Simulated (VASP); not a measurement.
# Mg (P6_3/mmc) in VASP: notebook

Mg is run at these levels: PBEsol, r2SCAN; tasks: single point, relaxation of cell and atoms.

Program: VASP 6.6.1. These are calculated values, not measurements. Logs are shortened: lines on timing, memory, paths and dates and some standing lists are left out, and cuts for length are marked.

## 1. The cell of the first run

Symmetry: P6_3/mmc, No. 194, hexagonal system. The conventional cell has a = 3.188 Å, b = 3.188 Å, c = 5.108 Å, α = 90.00°, β = 90.00°, γ = 120.00°. Mg (site symmetry -6m2) has 12 Mg at 3.15 to 3.19 Å within 4.1 Å.

## 2. Single point, PBEsol

File INCAR:

```
  PREC = Accurate
  ENCUT = 520
  EDIFF = 1E-7
  ISMEAR = 0
  SIGMA = 0.1
  LREAL = False
  LASPH = True
  NELM = 80
  ALGO = Normal
  ISIF = 2
  LWAVE = False
  LCHARG = False
  GGA = PS
  NBANDS = 9
```

File KPOINTS:

```
regular mesh
0
Gamma
  15 15 8
```

File POSCAR:

```
Mg
1.0
    3.1882005271      0.0000000000      0.0000000000
   -1.5941002635      2.7610626488      0.0000000000
    0.0000000000      0.0000000000      5.1084714546
Mg
2
Direct
    0.3333333333      0.6666666667      0.2500000000
    0.6666666667      0.3333333333      0.7500000000
```

Potentials or basis: VASP PAW PBE potentials, release 64 (Mg).

The run is started by

```sh
$ cat potpaw_PBE.64/Mg/POTCAR > POTCAR
$ mpirun -np 1 vasp_std > vasp.out
```

OUTCAR:

```text
PREC = Accurate
   ENCUT = 520
   EDIFF = 1E-7
   ISMEAR = 0
   LREAL = False
   LASPH = True
   NELM = 80
   ISIF = 2
   GGA = PS

 ion  position               nearest neighbor table
   1  0.333  0.667  0.250-   2 3.15   2 3.15   2 3.15   2 3.15   2 3.15   2 3.15
   2  0.667  0.333  0.750-   1 3.15   1 3.15   1 3.15   1 3.15   1 3.15   1 3.15

  LATTYP: Found a hexagonal cell.
 ALAT       =     3.1882005271
 C/A-ratio  =     1.6023055674

  Lattice vectors:

 A1 = (   3.1882005271,   0.0000000000,   0.0000000000)
 A2 = (  -1.5941002635,   2.7610626488,   0.0000000000)
 A3 = (   0.0000000000,   0.0000000000,   5.1084714546)

Analysis of symmetry for initial positions (statically):
=====================================================================
 Subroutine PRICEL returns:
 Original cell was already a primitive cell.

 Routine SETGRP: Setting up the symmetry group for a
 hexagonal supercell.

 Subroutine GETGRP returns: Found 24 space group operations
 (whereof 12 operations were pure point group operations)
 out of a pool of 24 trial point group operations.

The static configuration has the point symmetry D_3d.
 The point group associated with its full space group is D_6h.

Analysis of symmetry for dynamics (positions and initial velocities):
=====================================================================
 Subroutine PRICEL returns:
 Original cell was already a primitive cell.

 Routine SETGRP: Setting up the symmetry group for a
 hexagonal supercell.

 Subroutine GETGRP returns: Found 24 space group operations
 (whereof 12 operations were pure point group operations)
 out of a pool of 24 trial point group operations.

The dynamic configuration has the point symmetry D_3d.
 The point group associated with its full space group is D_6h.

 Subroutine INISYM returns: Found 24 space group operations
 (whereof 12 operations are pure point group operations),
 and found     1 'primitive' translations

----------------------------------------------------------------------------------------

                                     Primitive cell

  volume of cell :      44.9690

  direct lattice vectors                    reciprocal lattice vectors
     3.188200527  0.000000000  0.000000000     0.313656557  0.181089698  0.000000000
    -1.594100263  2.761062649  0.000000000     0.000000000  0.362179395  0.000000000
     0.000000000  0.000000000  5.108471455     0.000000000  0.000000000  0.195753272

[... 82 lines left out ...]
   NELM   =     80;   NELMIN=  2; NELMDL= -5     # of ELM steps
   EDIFF  = 0.1E-06   stopping-criterion for ELM
   LREAL  =      F    real-space projection
   EDIFFG = 0.1E-05   stopping-criterion for IOM
   NSW    =      0    number of steps for IOM
   IBRION =     -1    ionic relax: 0-MD 1-quasi-New 2-CG
   NFREE  =      0    steps in history (QN), initial steepest desc. (CG)
   ISIF   =      2    stress and relaxation
   ISYM   =      2    0-nonsym 1-usesym 2-fastsym
   POTIM  = 0.5000    time-step for ionic-motion
   TEBEG  =    0.0;   TEEND  =   0.0 temperature during run
   PSTRESS=    0.0 pullay stress
   NELECT =       4.0000    total number of electrons
   NUPDOWN=      -1.0000    fix difference up-down
   EMIN   =  10.00;   EMAX   =-10.00  energy-range for DOS
   EFERMI =   0.00;   METHOD = LEGACY
   ISMEAR =     0;   SIGMA  =   0.10  broadening in eV -4-tet -1-fermi 0-gaus
   EFERMI_NEDOS =   21; number of points for ismear=-14 and -15
   IALGO  =     38    algorithm
   IMIX   =      4    mixing-type and parameters
     AMIX     =   0.40;   BMIX     =  1.00
     AMIX_MAG =   1.60;   BMIX_MAG =  1.00
  volume/ion in A,a.u.               =      22.48       151.73
  Fermi-wavevector in a.u.,A,eV,Ry     =   0.730787  1.380986  7.266177  0.534049
  Thomas-Fermi vector in A             =   1.822843
   LORBIT       =      0    0 simple, 1 ext, 2 COOP (PROOUT), +10 PAW based schemes
   GGA     = PS    functional components
   LHFCALC =     F    Hartree Fock is set to
   AEXX    =    0.0000 exact exchange contribution
   IVDW    =     0    specifies the selected vdW correction
   LEPSILON=     F    determine dielectric tensor
   LRPA    =     F    only Hartree local field effects (RPA)
 non-spin polarized calculation
 Gauss-broadening in eV      SIGMA  =   0.10
  energy-cutoff  :      520.00
  volume of cell :       44.97
 maximum number of plane-waves:      1234
 NGX is ok and might be reduce to    24
   NGX = 11   NGY = 11   NGZ = 19

 number of electron       4.0000000 magnetization

 Free energy of the ion-electron system (eV)
  ---------------------------------------------------
  ext. energy  EPLUGINS =         0.00000000
  ---------------------------------------------------
  free energy    TOTEN  =        -3.44981208 eV

  energy without entropy =       -3.44503905  energy(sigma->0) =       -3.44742557

 E-fermi :   2.6981     XC(G=0):  -8.5989

 val. band max:        2.6768606714   @ k =   0.3333   0.1333   0.1250
 cond. band min:       2.7091428817   @ k =   0.2667   0.2667   0.2500
 fundamental gap:      0.0322822103
 Fermi energy:         2.6980881025

 k-point     1 :       0.0000    0.0000    0.0000
  band No.  band energies     occupation
      1      -4.3184      2.00000
      2       1.0510      2.00000
      3       1.5870      2.00000
      4      13.6068      0.00000
      5      13.6068      0.00000
      6      13.7350      0.00000
      7      13.7350      0.00000
      8      14.6971      0.00000
      9      16.1881      0.00000
[... 265 lines left out ...]
 k-point    24 :       0.4000    0.2000    0.0000
  band No.  band energies     occupation
      1       1.0411      2.00000
      2       1.0725      2.00000
      3       4.5788      0.00000
      4       5.9379      0.00000
      5       6.3043      0.00000
      6       6.6136      0.00000
      7       8.0172      0.00000
      8       9.8254      0.00000
      9      11.0383      0.00000

 [... further k-points ...]
[... 5 lines left out ...]
  --------------------------------------------------------------------------------------
  -------------------------------------------------------------------------------------
  Total       -0.0033057     -0.0033057     -0.0094736     -0.0000000      0.0000000      0.0000000
  in kB       -0.1177788     -0.1177788     -0.3375301     -0.0000000      0.0000000      0.0000000
  external PRESSURE =      -0.1910292 kB  Pullay stress =       0.0000000 kB

 VOLUME and BASIS-vectors are now :
 -----------------------------------------------------------------------------
  energy-cutoff  :      520.00
  volume of cell :       44.97
      direct lattice vectors                 reciprocal lattice vectors
     3.188200527  0.000000000  0.000000000     0.313656557  0.181089698  0.000000000
    -1.594100263  2.761062649  0.000000000     0.000000000  0.362179395  0.000000000
     0.000000000  0.000000000  5.108471455     0.000000000  0.000000000  0.195753272

 POSITION                                       TOTAL-FORCE (eV/Angst)
 -----------------------------------------------------------------------------------
     -0.00000      1.84071      1.27712         0.000000      0.000000      0.000000
      1.59410      0.92035      3.83135        -0.000000     -0.000000      0.000000
 -----------------------------------------------------------------------------------
    total drift:                                0.000000     -0.000000      0.000000

  FREE ENERGIE OF THE ION-ELECTRON SYSTEM (eV)
  ---------------------------------------------------
  free  energy   TOTEN  =        -3.4498120844 eV

  energy  without entropy=       -3.4450390467  energy(sigma->0) =       -3.44742557
```

stdout:

```text
POSCAR found type information on POSCAR Mg
 POSCAR found :  1 types and       2 ions
 scaLAPACK will be used
 -----------------------------------------------------------------------------
|                                                                             |
|                                                                             |
|     You enforced a specific xc type in the INCAR file but a different       |
|     I HOPE YOU KNOW WHAT YOU ARE DOING!                                     |
|                                                                             |
 -----------------------------------------------------------------------------

 LDA part: xc-table for (Slater+PW92), standard interpolation
 POSCAR, INCAR and KPOINTS ok, starting setup
 FFT: planning ... GRIDC
 FFT: planning ... GRID_SOFT
 FFT: planning ... GRID
 WAVECAR not read
 entering main loop
```

Wall time 12 s (1 thread of Intel Xeon 6975P-C (Granite Rapids), shared host); peak memory 0.19 GiB.

What came out:

* Free energy: -3.4498 eV
* Pressure: 0.0 GPa
* Band gap on the k mesh: zero (band 2 reaches 3.60 eV, above the bottom of band 3 at 1.59 eV)

Caveat: the PAW data sets were made with another functional, which shifts forces and pressure a little.

## 3. Single point, r2SCAN

POSCAR is that of step 2.

File INCAR.step1:

```
ALGO = Normal
EDIFF = 1E-4
ENCUT = 520
GGA = PE
ISMEAR = 0
LASPH = T
LCHARG = F
LREAL = F
LWAVE = T
NBANDS = 9
NELM = 80
PREC = Accurate
SIGMA = 0.1
```

File INCAR.step2:

```
ALGO = Normal
EDIFF = 1E-7
ENCUT = 520
ISIF = 2
ISMEAR = 0
ISTART = 1
LASPH = T
LCHARG = F
LMIXTAU = T
LREAL = F
LWAVE = F
METAGGA = R2SCAN
NBANDS = 9
NELM = 80
PREC = Accurate
SIGMA = 0.1
```

File KPOINTS:

```
k-points
0
Gamma
  15 15 8
```

Potentials or basis: VASP PAW PBE potentials, release 64 (Mg).

The run is started by

```sh
$ cat potpaw_PBE.64/Mg/POTCAR > POTCAR
$ cp INCAR.step1 INCAR
$ mpirun -np 1 vasp_std > vasp.out
$ cp INCAR.step2 INCAR
$ mpirun -np 1 vasp_std > vasp.out
```

It took 54 s on 1 thread of Intel Xeon 6975P-C (Granite Rapids), shared host; peak memory 0.19 GiB.

It converged, with:

| Quantity | Value |
| --- | --- |
| Free energy | -8.3000 eV |
| Pressure | -0.2 GPa |
| Band gap on the k mesh | zero (band 2 reaches 3.67 eV, above the bottom of band 3 at 1.69 eV) |

Stress tensor (GPa, compression positive):
```
-0.11  0.00  0.00
 0.00 -0.11  0.00
 0.00  0.00 -0.26
```

Levels at points of the mesh, in eV from the Fermi level:
```
           k point  band 1  band 2  band 3  band 4  band 5
(0.00, 0.00, 0.00)   -7.48   -1.86   -1.07   11.68   11.68
(0.00, 0.00, 0.50)   -5.95   -5.95    5.67    5.67   12.45
```

Caveat: the PAW data sets were made with another functional, which shifts forces and pressure a little.

## 4. Single point, PBEsol

This run uses another cell than the first one, of 16.94 Å³/atom, 0.753 times its volume.

File INCAR:

```
SYSTEM = Mg
  PREC = Accurate
  ENCUT = 520
  EDIFF = 1E-6
  ISMEAR = 0
  SIGMA = 0.1
  LREAL = .False.
  LASPH = .True.
  NELM = 80
  ALGO = Normal
  ISIF = 2
  LWAVE = .False.
  LCHARG = .False.
  GGA = PS
  NBANDS = 9
```

File KPOINTS:

```
Automatic mesh
0
Gamma
  9 9 4
  0 0 0
```

File POSCAR:

```
Mg
1.0
    2.8850910214      0.0000000000      0.0000000000
   -1.4425455107      2.4985621167      0.0000000000
    0.0000000000      0.0000000000      4.6993225069
Mg
2
Direct
    0.3333333333      0.6666666667      0.2500000000
    0.6666666667      0.3333333333      0.7500000000
```

Potentials or basis: VASP PAW PBE potentials, release 64 (Mg).

The run is started by

```sh
$ cat potpaw_PBE.64/Mg/POTCAR > POTCAR
$ mpirun -np 1 vasp_std > vasp.out
```

OUTCAR:

```text
SYSTEM = Mg
   PREC = Accurate
   ENCUT = 520
   EDIFF = 1E-6
   ISMEAR = 0
   LREAL = .False.
   LASPH = .True.
   NELM = 80
   ISIF = 2
   GGA = PS

 ion  position               nearest neighbor table
   1  0.333  0.667  0.250-   2 2.88   2 2.88   2 2.88   2 2.88   2 2.88   2 2.88
   2  0.667  0.333  0.750-   1 2.88   1 2.88   1 2.88   1 2.88   1 2.88   1 2.88

  LATTYP: Found a hexagonal cell.
 ALAT       =     2.8850910214
 C/A-ratio  =     1.6288298955

  Lattice vectors:

 A1 = (   2.8850910214,   0.0000000000,   0.0000000000)
 A2 = (  -1.4425455107,   2.4985621167,   0.0000000000)
 A3 = (   0.0000000000,   0.0000000000,   4.6993225069)

Analysis of symmetry for initial positions (statically):
=====================================================================
 Subroutine PRICEL returns:
 Original cell was already a primitive cell.

 Routine SETGRP: Setting up the symmetry group for a
 hexagonal supercell.

 Subroutine GETGRP returns: Found 24 space group operations
 (whereof 12 operations were pure point group operations)
 out of a pool of 24 trial point group operations.

The static configuration has the point symmetry D_3d.
 The point group associated with its full space group is D_6h.
[... 164 lines left out ...]

 val. band max:        4.2182510085   @ k =   0.4444   0.1111   0.5000
 cond. band min:       4.5244690018   @ k =   0.4444  -0.0000   0.2500
 fundamental gap:      0.3062179933
 Fermi energy:         4.2226269733

 k-point     1 :       0.0000    0.0000    0.0000
  band No.  band energies     occupation
      1      -3.9596      2.00000
      2       2.1675      2.00000
      3       3.1202      2.00000
      4      17.2094      0.00000
      5      17.2094      0.00000
      6      18.0116      0.00000
      7      18.0116      0.00000
      8      18.0591      0.00000
      9      20.8899      0.00000
[... 265 lines left out ...]
 k-point    24 :       0.3333    0.3333    0.2500
  band No.  band energies     occupation
      1       3.7515      2.00000
      2       4.0916      1.93611
      3       4.0916      1.93611
      4       6.8189      0.00000
      5       7.9068      0.00000
      6       7.9068      0.00000
      7      13.0229      0.00000
      8      14.8188      0.00000
      9      14.8188      0.00000

 [... further k-points ...]
[... 5 lines left out ...]
  --------------------------------------------------------------------------------------
  -------------------------------------------------------------------------------------
  Total        3.9914676      3.9914676      3.9702900      0.0000000      0.0000000      0.0000000
  in kB      188.7809956    188.7809956    187.7793780      0.0000000      0.0000000      0.0000000
  external PRESSURE =     188.4471230 kB  Pullay stress =       0.0000000 kB

 VOLUME and BASIS-vectors are now :
 -----------------------------------------------------------------------------
  energy-cutoff  :      520.00
  volume of cell :       33.88
      direct lattice vectors                 reciprocal lattice vectors
     2.885091021  0.000000000  0.000000000     0.346609515  0.200115097  0.000000000
    -1.442545511  2.498562117  0.000000000     0.000000000  0.400230194  0.000000000
     0.000000000  0.000000000  4.699322507     0.000000000  0.000000000  0.212796632

 POSITION                                       TOTAL-FORCE (eV/Angst)
 -----------------------------------------------------------------------------------
     -0.00000      1.66571      1.17483         0.000000     -0.000000      0.000000
      1.44255      0.83285      3.52449        -0.000000      0.000000      0.000000
 -----------------------------------------------------------------------------------
    total drift:                                0.000000     -0.000000      0.000000

  FREE ENERGIE OF THE ION-ELECTRON SYSTEM (eV)
  ---------------------------------------------------
  free  energy   TOTEN  =        -2.9259879738 eV

  energy  without entropy=       -2.9218397851  energy(sigma->0) =       -2.92391388
```

Wall time 5.3 s (1 thread of Intel Xeon Platinum 8488C (Sapphire Rapids), shared host); peak memory 0.15 GiB.

What came out:

```yaml
Free_energy: -2.9260 eV
Pressure: 18.8 GPa
Band_gap_on_the_k_mesh: zero (band 2 reaches 5.32 eV, above the bottom of band 3 at 3.12 eV)
```

Caveat: the PAW data sets were made with another functional, which shifts forces and pressure a little.

(Continued in part 2 of 2.)
